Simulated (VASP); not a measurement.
# PbS (P6_3/mmc) in VASP: single point with HSE06

Aim: the single point of PbS with HSE06.

Program: VASP 6.6.1. These are calculated values, not measurements. Logs are shortened: lines on timing, memory, paths and dates and some standing lists are left out, and cuts for length are marked.

### 1 The cell of the first run

The structure is hexagonal, space group P6_3/mmc (No. 194). Conventional cell: a = 4.123 Å, b = 4.123 Å, c = 7.334 Å, α = 90.00°, β = 90.00°, γ = 120.00°. Pb (site symmetry -3m) has 6 S at 3.00 Å and 8 Pb at 3.67 to 4.12 Å within 4.2 Å. S (site symmetry -6m2) has 6 Pb at 3.00 Å and 6 S at 4.12 Å within 4.2 Å.

### 2 Single point, HSE06

POSCAR reads:

```
PbS
1.0
    4.1234512951      0.0000000000      0.0000000000
   -2.0617256475      3.5710135728      0.0000000000
    0.0000000000      0.0000000000      7.3337316316
Pb S
2 2
Direct
    0.0000000000      0.0000000000      0.0000000000
    0.0000000000      0.0000000000      0.5000000000
    0.3333333333      0.6666666667      0.2500000000
    0.6666666667      0.3333333333      0.7500000000
```

INCAR.step1 reads:

```
PREC = Accurate
ENCUT = 520
EDIFF = 1E-5
ISMEAR = -1
SIGMA = 0.02
LREAL = F
LASPH = T
NELM = 80
ALGO = Normal
ISIF = 2
LWAVE = T
LCHARG = F
GGA = PE
NBANDS = 28
KPAR = 2
```

INCAR.step2 reads:

```
PREC = Accurate
ENCUT = 520
EDIFF = 1E-6
ISMEAR = -1
SIGMA = 0.02
LREAL = F
LASPH = T
NELM = 80
ALGO = Normal
ISIF = 2
LWAVE = F
LCHARG = F
GGA = PE
LHFCALC = T
HFSCREEN = 0.2079
PRECFOCK = Normal
ISTART = 1
NBANDS = 28
KPAR = 2
```

KPOINTS reads:

```
regular mesh
0
Gamma
  6 6 2
```

Potentials or basis: VASP PAW PBE potentials, release 64 (Pb_d, S).

On the command line:

```sh
$ cat potpaw_PBE.64/Pb_d/POTCAR potpaw_PBE.64/S/POTCAR > POTCAR
$ cp INCAR.step1 INCAR
$ mpirun -np 2 vasp_std > vasp.out
$ cp INCAR.step2 INCAR
$ mpirun -np 2 vasp_std > vasp.out
```

OUTCAR:

```text
PREC = Accurate
   ENCUT = 520
   EDIFF = 1E-6
   ISMEAR = -1
   LREAL = F
   LASPH = T
   NELM = 80
   ISIF = 2
   GGA = PE
   LHFCALC = T
   HFSCREEN = 0.2079
   PRECFOCK = Normal
   ISTART = 1

 ion  position               nearest neighbor table
   1  0.000  0.000  0.000-   3 3.00   4 3.00   3 3.00   4 3.00   4 3.00   3 3.00   2 3.67   2 3.67

   2  0.000  0.000  0.500-   3 3.00   4 3.00   3 3.00   4 3.00   4 3.00   3 3.00   1 3.67   1 3.67

   3  0.333  0.667  0.250-   1 3.00   2 3.00   1 3.00   2 3.00   1 3.00   2 3.00
   4  0.667  0.333  0.750-   1 3.00   2 3.00   1 3.00   2 3.00   1 3.00   2 3.00

  LATTYP: Found a hexagonal cell.
 ALAT       =     4.1234512951
 C/A-ratio  =     1.7785420772

  Lattice vectors:

 A1 = (   4.1234512951,   0.0000000000,   0.0000000000)
 A2 = (  -2.0617256475,   3.5710135728,   0.0000000000)
 A3 = (   0.0000000000,   0.0000000000,   7.3337316316)

Analysis of symmetry for initial positions (statically):
=====================================================================
 Subroutine PRICEL returns:
 Original cell was already a primitive cell.

 Routine SETGRP: Setting up the symmetry group for a
 hexagonal supercell.

 Subroutine GETGRP returns: Found 24 space group operations
 (whereof 12 operations were pure point group operations)
 out of a pool of 24 trial point group operations.

The static configuration has the point symmetry D_3d.
 The point group associated with its full space group is D_6h.

Analysis of symmetry for dynamics (positions and initial velocities):
=====================================================================
 Subroutine PRICEL returns:
 Original cell was already a primitive cell.

 Routine SETGRP: Setting up the symmetry group for a
 hexagonal supercell.

 Subroutine GETGRP returns: Found 24 space group operations
 (whereof 12 operations were pure point group operations)
 out of a pool of 24 trial point group operations.

The dynamic configuration has the point symmetry D_3d.
 The point group associated with its full space group is D_6h.

 Subroutine INISYM returns: Found 24 space group operations
 (whereof 12 operations are pure point group operations),
 and found     1 'primitive' translations

----------------------------------------------------------------------------------------
[... 91 lines left out ...]
   NFREE  =      0    steps in history (QN), initial steepest desc. (CG)
   ISIF   =      2    stress and relaxation
   ISYM   =      3    0-nonsym 1-usesym 2-fastsym
   POTIM  = 0.5000    time-step for ionic-motion
   TEBEG  =    0.0;   TEEND  =   0.0 temperature during run
   PSTRESS=    0.0 pullay stress
   NELECT =      40.0000    total number of electrons
   NUPDOWN=      -1.0000    fix difference up-down
   EMIN   =  10.00;   EMAX   =-10.00  energy-range for DOS
   EFERMI =   0.00;   METHOD = LEGACY
   ISMEAR =    -1;   SIGMA  =   0.02  broadening in eV -4-tet -1-fermi 0-gaus
   EFERMI_NEDOS =   21; number of points for ismear=-14 and -15
   IALGO  =     38    algorithm
   IMIX   =      1    mixing-type and parameters
     AMIX     =   0.40;   BMIX     =  1.00
     AMIX_MAG =   1.60;   BMIX_MAG =  1.00
  volume/ion in A,a.u.               =      27.00       182.19
  Fermi-wavevector in a.u.,A,eV,Ry     =   1.175716  2.221781 18.807438  1.382308
  Thomas-Fermi vector in A             =   2.312092
   LORBIT       =      0    0 simple, 1 ext, 2 COOP (PROOUT), +10 PAW based schemes
   GGA     = PE    functional components
   LHFCALC =     T    Hartree Fock is set to
   PRECFOCK=normal    Normal, Fast or Accurate (Low or Medium for compatibility)
   ENCUT4O =  -1.0   cutoff for four orbital integrals eV
   NKREDX  =     1    reduce k-point grid by
   NKREDY  =     1    reduce k-point grid by
   NKREDZ  =     1    reduce k-point grid by
   AEXX    =    0.2500 exact exchange contribution
   HFSCREEN=    0.2079 screening length (either q_TF or 0.3 A-1)
   HFSCREENC=   0.2079 screening length for correlation (either q_TF or 0.3 A-1)
   ENCUTFOCK=  -1.0 apply spherical cutoff to Coloumb kernel
   IVDW    =     0    specifies the selected vdW correction
   LEPSILON=     F    determine dielectric tensor
   LRPA    =     F    only Hartree local field effects (RPA)
 non-spin polarized calculation
  energy-cutoff  :      520.00
  volume of cell :      107.99
 maximum number of plane-waves:      2937
 NGX is ok and might be reduce to    32
  NGX = 24; NGY = 24; NGZ = 42

 number of electron      39.9999995 magnetization

 Free energy of the ion-electron system (eV)
  ---------------------------------------------------
  ext. energy  EPLUGINS =         0.00000000
  ---------------------------------------------------
  free energy    TOTEN  =       -20.53140593 eV

  energy without entropy =      -20.53140271  energy(sigma->0) =      -20.53140432

 E-fermi :   5.7641     XC(G=0):  -7.9036

 val. band max:        5.6020540689   @ k =   0.0000   0.0000   0.0000
 cond. band min:       5.9339280133   @ k =   0.0000   0.0000   0.0000
 fundamental gap:      0.3318739444
 Fermi energy:         5.7640938536

 k-point     1 :       0.0000    0.0000    0.0000
  band No.  band energies     occupation
      1     -13.6172      2.00000
      2     -13.5574      2.00000
      3     -13.5574      2.00000
      4     -13.5334      2.00000
      5     -13.5334      2.00000
      6     -13.5213      2.00000
[... 423 lines left out ...]
     27      13.6555      0.00000
     28      13.6555      0.00000

------------------------ aborting loop because EDIFF is reached ----------------------------------------

  FORCE on cell =-STRESS in cart. coord.  units (eV):
  Direction    XX          YY          ZZ          XY          YZ          ZX
  --------------------------------------------------------------------------------------
  -------------------------------------------------------------------------------------
  Total       -0.0385371     -0.0385371     -0.2898402     -0.0000000      0.0000000      0.0000000
  in kB       -0.5717581     -0.5717581     -4.3002309     -0.0000000      0.0000000      0.0000000
  external PRESSURE =      -1.8145824 kB  Pullay stress =       0.0000000 kB

 VOLUME and BASIS-vectors are now :
 -----------------------------------------------------------------------------
  energy-cutoff  :      520.00
  volume of cell :      107.99
      direct lattice vectors                 reciprocal lattice vectors
     4.123451295  0.000000000  0.000000000     0.242515293  0.140016270  0.000000000
    -2.061725647  3.571013573  0.000000000     0.000000000  0.280032540  0.000000000
     0.000000000  0.000000000  7.333731632     0.000000000  0.000000000  0.136356230

 POSITION                                       TOTAL-FORCE (eV/Angst)
 -----------------------------------------------------------------------------------
      0.00000      0.00000      0.00000         0.000000     -0.000000      0.000000
      0.00000      0.00000      3.66687         0.000000     -0.000000      0.000000
     -0.00000      2.38068      1.83343         0.000000     -0.000000      0.000000
      2.06173      1.19034      5.50030        -0.000000      0.000000     -0.000000
 -----------------------------------------------------------------------------------
    total drift:                                0.000001     -0.000000     -0.000001

  FREE ENERGIE OF THE ION-ELECTRON SYSTEM (eV)
  ---------------------------------------------------
  free  energy   TOTEN  =       -20.5314059334 eV

  energy  without entropy=      -20.5314027052  energy(sigma->0) =      -20.53140432
```

OUTCAR.step1:

```text
PREC = Accurate
   ENCUT = 520
   EDIFF = 1E-5
   ISMEAR = -1
   LREAL = F
   LASPH = T
[... 653 lines left out ...]
      0.00000      0.00000      0.00000         0.000000      0.000000      0.000000
      0.00000      0.00000      3.66687         0.000000      0.000000      0.000000
     -0.00000      2.38068      1.83343         0.000000     -0.000000      0.000000
      2.06173      1.19034      5.50030        -0.000000      0.000000     -0.000000
 -----------------------------------------------------------------------------------
    total drift:                                0.000000     -0.000000      0.000000

  FREE ENERGIE OF THE ION-ELECTRON SYSTEM (eV)
  ---------------------------------------------------
  free  energy   TOTEN  =       -17.2765251993 eV

  energy  without entropy=      -17.2752794033  energy(sigma->0) =      -17.27590230
```

It took 41 min on 2 MPI ranks of Intel Xeon Platinum 8259CL at 2.50GHz (Skylake/Cascade Lake), shared host; peak memory 0.39 GiB.

What came out:

* Free energy: -20.5314 eV
* Pressure: -0.2 GPa
* Band gap on the k mesh: 0.33 eV

Levels at points of the mesh, in eV from the valence-band top:
```csv
k point,band 17,band 18,band 19,band 20,band 21,band 22,band 23,band 24
"(0.00, 0.00, 0.00)",-2.70,-2.25,-2.25,0.00,0.33,3.55,3.55,3.99
"(0.50, 0.00, 0.00)",-3.92,-2.41,-2.23,-1.35,0.37,2.12,2.84,4.08
"(0.00, 0.00, 0.50)",-2.47,-2.47,-1.99,-1.99,2.85,2.85,3.61,3.61
"(0.50, 0.00, 0.50)",-3.38,-3.38,-3.30,-3.30,2.87,2.87,3.09,3.09
```

Caveat: the k points lie up to 0.43 Å⁻¹ apart; the PAW data sets were made with another functional, which shifts forces and pressure a little; spin-orbit coupling is left out, which moves the levels of the heavy elements.
